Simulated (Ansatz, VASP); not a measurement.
# Two plane-wave programs on Ti

```
Ti
1.0
    -1.68537    1.68537    1.64524
     1.68537   -1.68537    1.64524
     1.68537    1.68537   -1.64524
Ti
1
Direct
  0.00000 0.00000 0.00000
```

Change from the starting cell: strain +0.050 along x and y, +0.025 along z, atoms carried along.

Alike in both runs: task single point; functional PBEsol; k mesh 26 × 26 × 26; occupations gaussian, width 0.15 eV; no spin polarisation.

|  | VASP | Ansatz |
| --- | --- | --- |
| version | VASP 6.6.1 | Ansatz 0.2.0 |
| potentials or method | VASP PAW PBE potentials, release 64 (Ti_sv), cutoff 520 eV | scalar-relativistic, plane waves, PAW |
| valence electrons in the cell | 12 | 12 |

|  | VASP | Ansatz | Ansatz less VASP |
| --- | --- | --- | --- |
| gap on the k mesh at the Fermi level (eV) | none | none | - |
| pressure (GPa) | -11.7 | -11.2 | +0.55 |
| traceless stress, the component that is largest in VASP (GPa) | -0.47 | -0.48 | -0.003 |

VASP's potentials were made for PBE, not for PBEsol. A gap of «none» marks a metal or a gap that the smearing closes.
